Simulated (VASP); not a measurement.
# FeGe (CsCl type): single point with PBEsol

FeGe (CsCl type):

```
Fe Ge
1.0
     2.78917    0.00000    0.00000
     0.00000    2.78917    0.00000
     0.00000    0.00000    2.78917
Fe Ge
1 1
Direct
  0.00000 0.00000 0.00000
  0.50000 0.50000 0.50000
```

- Program: VASP 6.6.1
- Task: single point
- Functional: PBEsol
- Potentials or basis: VASP PAW PBE potentials, release 64 (Fe, Ge_d)
- Cutoff: 520 eV
- k mesh: 14 × 14 × 14
- Occupations: fermi-dirac, width 0.08 eV
- Spin: collinear spin, ferromagnetic start
- Starting moments: [2.5, 0.0] μB
- Dipole correction: no
- Further INCAR settings: ALGO = Normal; EDIFF = 1e-06; NBANDS = 22

```yaml
Pressure: 17.7 GPa
Band_gap_on_the_k_mesh: zero (filled and empty bands overlap)
Net_moment: 0.00 μB per cell
Valence_electrons_inside_the_program's_atomic_spheres: Fe 7.71; Ge 12.65
```

Levels at points of the mesh, in eV from the Fermi level:
Spin up:
```tsv
k point	band 7	band 8	band 9	band 10	band 11	band 12	band 13	band 14	band 15	band 16
(0.00, 0.00, 0.00)	-3.29	-3.29	-0.57	-0.57	-0.57	3.27	3.27	3.27	10.33	10.33
(0.50, 0.00, 0.00)	-8.79	-2.76	-2.24	-2.24	-0.51	0.44	8.99	8.99	9.63	12.13
(0.50, 0.50, 0.00)	-5.20	-5.20	-3.23	-1.38	-1.38	0.15	1.97	3.44	8.72	14.63
(0.50, 0.50, 0.50)	-5.91	-5.91	-3.21	0.20	0.20	2.91	2.91	2.91	4.48	4.48
```
Spin down:
```tsv
k point	band 9	band 10	band 11	band 12	band 13	band 14
(0.00, 0.00, 0.00)	-0.57	-0.57	-0.57	3.27	3.27	3.27
(0.50, 0.00, 0.00)	-2.24	-2.24	-0.51	0.44	8.99	8.99
(0.50, 0.50, 0.00)	-3.23	-1.38	-1.38	0.15	1.97	3.44
(0.50, 0.50, 0.50)	-3.21	0.20	0.20	2.91	2.91	2.91
```

It took 40 s on 1 thread of Intel(R) Xeon(R) 6975P-C (Granite Rapids), on a shared host, peak memory 0.21 GiB.

Caveat: the cell stands under pressure; the PAW data sets were made with another functional, which shifts forces and pressure a little.
